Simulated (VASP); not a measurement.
# LiF (Pm-3m) in VASP: single point with PBE

Aim: the single point of LiF with PBE.

Program: VASP 6.6.1. These are calculated values, not measurements. Logs are shortened: lines on timing, memory, paths and dates and some standing lists are left out, and cuts for length are marked.

### Step 1. The cell of the first run

The structure is cubic, space group Pm-3m (No. 221). Conventional cell: a = 2.537 Å, b = 2.537 Å, c = 2.537 Å, α = 90.00°, β = 90.00°, γ = 90.00°. Within 2.9 Å of Li (site symmetry m-3m) lie 8 F at 2.20 Å and 6 Li at 2.54 Å. F (site symmetry m-3m) has 8 Li at 2.20 Å and 6 F at 2.54 Å within 2.9 Å.

### Step 2. Single point, PBE

INCAR

```
PREC = Accurate ; ENCUT = 520
EDIFF = 1E-7 ; ISMEAR = 0
SIGMA = 0.05 ; LREAL = F
LASPH = T ; NELM = 80
ALGO = Normal ; ISIF = 2
LWAVE = F ; LCHARG = F
GGA = PE ; NBANDS = 12
```

KPOINTS

```
Automatic mesh
0
Gamma
  12 12 12
```

POSCAR

```
LiF
1.0
   -0.8458269982      1.6916539963      1.6916539963
    1.6916539963     -0.8458269982      1.6916539963
    1.6916539963      1.6916539963     -0.8458269982
Li F
1 1
Direct
    0.0000000000      0.0000000000      0.0000000000
    0.5000000000      0.5000000000      0.5000000000
```

Potentials or basis: VASP PAW PBE potentials, release 64 (Li_sv, F).

Launch:

```
$ cat potpaw_PBE.64/Li_sv/POTCAR potpaw_PBE.64/F/POTCAR > POTCAR
$ mpirun -np 1 vasp_std > vasp.out
```

OUTCAR:

```text
PREC = Accurate
   ENCUT = 520
   EDIFF = 1E-7
   ISMEAR = 0
   LREAL = F
   LASPH = T
   NELM = 80
   ISIF = 2
   GGA = PE

 ion  position               nearest neighbor table
   1  0.000  0.000  0.000-   2 2.20   2 2.20   2 2.20   2 2.20   2 2.20   2 2.20   2 2.20   2 2.20

   2  0.500  0.500  0.500-   1 2.20   1 2.20   1 2.20   1 2.20   1 2.20   1 2.20   1 2.20   1 2.20

  LATTYP: Found a simple cubic cell.
 ALAT       =     2.5374809945

  Lattice vectors:

 A1 = (  -0.8458269982,   1.6916539963,   1.6916539963)
 A2 = (   1.6916539963,  -0.8458269982,   1.6916539963)
 A3 = (   1.6916539963,   1.6916539963,  -0.8458269982)

Analysis of symmetry for initial positions (statically):
=====================================================================
 Subroutine PRICEL returns:
 Original cell was already a primitive cell.

 Routine SETGRP: Setting up the symmetry group for a
 simple cubic supercell.

 Subroutine GETGRP returns: Found 48 space group operations
 (whereof 48 operations were pure point group operations)
 out of a pool of 48 trial point group operations.

The static configuration has the point symmetry O_h .

Analysis of symmetry for dynamics (positions and initial velocities):
=====================================================================
 Subroutine PRICEL returns:
 Original cell was already a primitive cell.

 Routine SETGRP: Setting up the symmetry group for a
 simple cubic supercell.

 Subroutine GETGRP returns: Found 48 space group operations
 (whereof 48 operations were pure point group operations)
 out of a pool of 48 trial point group operations.

The dynamic configuration has the point symmetry O_h .

 Subroutine INISYM returns: Found 48 space group operations
 (whereof 48 operations are pure point group operations),
 and found     1 'primitive' translations

----------------------------------------------------------------------------------------

                                     Primitive cell

  volume of cell :      16.3384

  direct lattice vectors                    reciprocal lattice vectors
    -0.845826998  1.691653996  1.691653996    -0.131363874  0.262727748  0.262727748
     1.691653996 -0.845826998  1.691653996     0.262727748 -0.131363874  0.262727748
     1.691653996  1.691653996 -0.845826998     0.262727748  0.262727748 -0.131363874

  length of vectors
     2.537480994  2.537480994  2.537480994     0.394091622  0.394091622  0.394091622

  position of ions in fractional coordinates (direct lattice)
     0.000000000  0.000000000  0.000000000
     0.500000000  0.500000000  0.500000000

  ion indices of the primitive-cell ions
   primitive index   ion index
                 1           1
                 2           2

----------------------------------------------------------------------------------------

 KPOINTS: Automatic mesh

Automatic generation of k-mesh.
 Grid dimensions read from file:
 generate k-points for:   12   12   12

 Generating k-lattice:

  Cartesian coordinates                     Fractional coordinates (reciprocal lattice)
    -0.010946989  0.021893979  0.021893979     0.083333333  0.000000000 -0.000000000
     0.021893979 -0.010946989  0.021893979     0.000000000  0.083333333 -0.000000000
     0.021893979  0.021893979 -0.010946989    -0.000000000 -0.000000000  0.083333333

  Length of vectors
     0.032840968  0.032840968  0.032840968

  Shift w.r.t. Gamma in fractional coordinates (k-lattice)
     0.000000000  0.000000000  0.000000000

 Subroutine IBZKPT returns following result:
 ===========================================

 Found     84 irreducible k-points:

 Following reciprocal coordinates:
            Coordinates               Weight
  0.000000  0.000000  0.000000      1.000000
  0.083333  0.000000  0.000000      6.000000
  0.166667  0.000000  0.000000      6.000000
  0.250000  0.000000  0.000000      6.000000
  0.333333  0.000000  0.000000      6.000000
  0.416667  0.000000  0.000000      6.000000
[... 16 lines left out ...]
  0.333333  0.333333  0.000000     12.000000
  0.416667  0.333333 -0.000000     24.000000
 [... further k-points ...]
   k-points           NKPTS =     84   k-points in BZ     NKDIM =     84   number of bands    NBANDS=     12
   number of dos      NEDOS =    301   number of ions     NIONS =      2
   total plane-waves  NPLWV =   8000
   dimension x,y,z NGX =    20 NGY =   20 NGZ =   20
   dimension x,y,z NGXF=    40 NGYF=   40 NGZF=   40
   ions per type =               1   1
   NGX,Y,Z   is equivalent  to a cutoff of  13.10, 13.10, 13.10 a.u.
   NGXF,Y,Z  is equivalent  to a cutoff of  26.21, 26.21, 26.21 a.u.
 SYSTEM =  unknown system
   PREC   = accura    normal or accurate (medium, high low for compatibility)
   ISTART =      0    job   : 0-new  1-cont  2-samecut
   ICHARG =      2    charge: 1-file 2-atom 10-const
   ISPIN  =      1    spin polarized calculation?
   LNONCOLLINEAR =      F non collinear calculations
   LSORBIT =      F    spin-orbit coupling
   LASPH  =      T    aspherical Exc in radial PAW
   ENCUT  =  520.0 eV  38.22 Ry    6.18 a.u.   4.72  4.72  4.72*2*pi/ulx,y,z
   NELM   =     80;   NELMIN=  2; NELMDL= -5     # of ELM steps
   EDIFF  = 0.1E-06   stopping-criterion for ELM
   LREAL  =      F    real-space projection
   EDIFFG = 0.1E-05   stopping-criterion for IOM
   NSW    =      0    number of steps for IOM
   IBRION =     -1    ionic relax: 0-MD 1-quasi-New 2-CG
   NFREE  =      0    steps in history (QN), initial steepest desc. (CG)
   ISIF   =      2    stress and relaxation
   ISYM   =      2    0-nonsym 1-usesym 2-fastsym
   POTIM  = 0.5000    time-step for ionic-motion
   TEBEG  =    0.0;   TEEND  =   0.0 temperature during run
   PSTRESS=    0.0 pullay stress
   NELECT =      10.0000    total number of electrons
   NUPDOWN=      -1.0000    fix difference up-down
   EMIN   =  10.00;   EMAX   =-10.00  energy-range for DOS
   EFERMI =   0.00;   METHOD = LEGACY
   ISMEAR =     0;   SIGMA  =   0.05  broadening in eV -4-tet -1-fermi 0-gaus
   EFERMI_NEDOS =   21; number of points for ismear=-14 and -15
   IALGO  =     38    algorithm
   IMIX   =      4    mixing-type and parameters
     AMIX     =   0.40;   BMIX     =  1.00
     AMIX_MAG =   1.60;   BMIX_MAG =  1.00
  volume/ion in A,a.u.               =       8.17        55.13
  Fermi-wavevector in a.u.,A,eV,Ry     =   1.389970  2.626662 26.286674  1.932016
  Thomas-Fermi vector in A             =   2.513950
   LORBIT       =      0    0 simple, 1 ext, 2 COOP (PROOUT), +10 PAW based schemes
   GGA     = PE    functional components
   LHFCALC =     F    Hartree Fock is set to
   AEXX    =    0.0000 exact exchange contribution
   IVDW    =     0    specifies the selected vdW correction
   LEPSILON=     F    determine dielectric tensor
   LRPA    =     F    only Hartree local field effects (RPA)
 non-spin polarized calculation
 Gauss-broadening in eV      SIGMA  =   0.05
  energy-cutoff  :      520.00
  volume of cell :       16.34
 maximum number of plane-waves:       466
 NGX is ok and might be reduce to    20
   NGX =  9   NGY =  9   NGZ =  9

 number of electron      10.0000023 magnetization

 Free energy of the ion-electron system (eV)
  ---------------------------------------------------
  ext. energy  EPLUGINS =         0.00000000
  ---------------------------------------------------
  free energy    TOTEN  =        -9.04613966 eV

  energy without entropy =       -9.04613966  energy(sigma->0) =       -9.04613966

 E-fermi :   0.6804     XC(G=0): -10.0577

 val. band max:        0.2622773858   @ k =   0.5000   0.5000   0.0000
 cond. band min:       7.9892168343   @ k =   0.0000   0.0000   0.0000
 fundamental gap:      7.7269394485
 Fermi energy:         0.6804371316

 k-point     1 :       0.0000    0.0000    0.0000
  band No.  band energies     occupation
      1     -42.5685      2.00000
      2     -20.6408      2.00000
      3      -0.4324      2.00000
      4      -0.4324      2.00000
      5      -0.4324      2.00000
      6       7.9892      0.00000
      7      19.2576      0.00000
      8      19.2576      0.00000
      9      21.4612      0.00000
     10      21.4612      0.00000
     11      21.4612      0.00000
     12      39.0653      0.00000

 k-point     2 :       0.0833    0.0000    0.0000
  band No.  band energies     occupation
      1     -42.5650      2.00000
      2     -20.6101      2.00000
      3      -0.6902      2.00000
      4      -0.4062      2.00000
      5      -0.4062      2.00000
      6       8.1640      0.00000
      7      18.1560      0.00000
      8      19.4188      0.00000
      9      21.4289      0.00000
     10      21.4289      0.00000
     11      22.9753      0.00000
     12      37.9360      0.00000

 k-point     3 :       0.1667    0.0000    0.0000
  band No.  band energies     occupation
      1     -42.5556      2.00000
      2     -20.5258      2.00000
      3      -1.3407      2.00000
      4      -0.3338      2.00000
      5      -0.3338      2.00000
      6       8.5696      0.00000
      7      16.7611      0.00000
      8      19.9022      0.00000
      9      21.3298      0.00000
     10      21.3298      0.00000
     11      25.5963      0.00000
     12      35.4482      0.00000
[... 286 lines left out ...]
 k-point    23 :       0.3333    0.3333    0.0000
  band No.  band energies     occupation
      1     -42.4963      2.00000
      2     -19.8907      2.00000
      3      -2.5820      2.00000
      4      -2.5011      2.00000
      5       0.1072      2.00000
      6      11.8506      0.00000
      7      14.6379      0.00000
      8      15.3315      0.00000
      9      22.3736      0.00000
     10      23.0847      0.00000
     11      30.6342      0.00000
     12      31.5308      0.00000

 k-point    24 :       0.4167    0.3333   -0.0000
  band No.  band energies     occupation
      1     -42.4880      2.00000
      2     -19.7873      2.00000
      3      -3.0345      2.00000
      4      -2.4604      2.00000
      5       0.1669      2.00000
      6      12.4478      0.00000
      7      14.1881      0.00000
      8      15.1363      0.00000
      9      22.0987      0.00000
     10      22.8101      0.00000
     11      30.2277      0.00000
     12      32.6947      0.00000

 [... further k-points ...]

------------------------ aborting loop because EDIFF is reached ----------------------------------------

  FORCE on cell =-STRESS in cart. coord.  units (eV):
  Direction    XX          YY          ZZ          XY          YZ          ZX
  --------------------------------------------------------------------------------------
  -------------------------------------------------------------------------------------
  Total        0.1419256      0.1419256      0.1419256     -0.0000000     -0.0000000     -0.0000000
  in kB       13.9175589     13.9175589     13.9175589     -0.0000000     -0.0000000     -0.0000000
  external PRESSURE =      13.9175589 kB  Pullay stress =       0.0000000 kB

 VOLUME and BASIS-vectors are now :
 -----------------------------------------------------------------------------
  energy-cutoff  :      520.00
  volume of cell :       16.34
      direct lattice vectors                 reciprocal lattice vectors
    -0.845826998  1.691653996  1.691653996    -0.131363874  0.262727748  0.262727748
     1.691653996 -0.845826998  1.691653996     0.262727748 -0.131363874  0.262727748
     1.691653996  1.691653996 -0.845826998     0.262727748  0.262727748 -0.131363874

 POSITION                                       TOTAL-FORCE (eV/Angst)
 -----------------------------------------------------------------------------------
      0.00000      0.00000      0.00000         0.000000      0.000000      0.000000
      1.26874      1.26874      1.26874        -0.000000     -0.000000     -0.000000
 -----------------------------------------------------------------------------------
    total drift:                                0.000000     -0.000000      0.000000

  FREE ENERGIE OF THE ION-ELECTRON SYSTEM (eV)
  ---------------------------------------------------
  free  energy   TOTEN  =        -9.0461396631 eV

  energy  without entropy=       -9.0461396631  energy(sigma->0) =       -9.04613966
```

Run time: 7.7 s. Hardware: 1 thread of AMD EPYC 9R45 (Zen 5), shared host; peak memory 0.09 GiB.

Results:

| Property | Result |
| --- | --- |
| Free energy | -9.0461 eV |
| Band gap on the k mesh | 7.73 eV, indirect (least direct gap 8.42 eV) |

Caveat: the cutoff is under 1.25 times the usual one of these potentials, so pressure, stress and relaxed cells hold a basis-set (Pulay) error.
